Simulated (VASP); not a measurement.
Wanted: the native input for a VASP 6.6.1 run.

* Task: single point
* Functional: PBEsol
* Potentials or basis: VASP PAW PBE potentials, release 64 (Ti_sv, Al)
* Cutoff: 520 eV
* k mesh: 14 × 14 × 10
* Occupations: gaussian, width 0.1 eV
* Spin: no spin polarisation
* Dipole correction: no
* Further INCAR settings: ALGO = Fast; EDIFF = 1e-06; NBANDS = 14

The structure of TiAl lies in POSCAR:

```
TiAl
1.0
    2.7946360629      0.0000000000      0.0000000000
    0.0000000000      2.7946360629      0.0000000000
    0.0000000000      0.0000000000      4.0411371641
Ti Al
1 1
Direct
    0.5000000000      0.5000000000      0.5000000000
    0.0000000000      0.0000000000      0.0000000000
```

One way to write it, as run:

INCAR

```
PREC = Accurate
ENCUT = 520
EDIFF = 1E-6
ISMEAR = 0
SIGMA = 0.1
LREAL = False
LASPH = True
NELM = 100
ALGO = Fast
ISIF = 2
LWAVE = False
LCHARG = True
GGA = PS
LELF = True
LVHAR = True
NBANDS = 14
```

KPOINTS

```
regular mesh
0
Gamma
  14 14 10
```

Potentials or basis: VASP PAW PBE potentials, release 64 (Ti_sv, Al).

Command:

```bash
$ cat potpaw_PBE.64/Ti_sv/POTCAR potpaw_PBE.64/Al/POTCAR > POTCAR
$ mpirun -np 1 vasp_std > vasp.out
```

Results of the run:

The pressure is 0.0 GPa.

Caveat: the PAW data sets were made with another functional, which shifts forces and pressure a little.

Wall time 59 s on 1 thread of Intel(R) Xeon(R) 6975P-C (Granite Rapids) (shared host), peak memory 0.22 GiB.
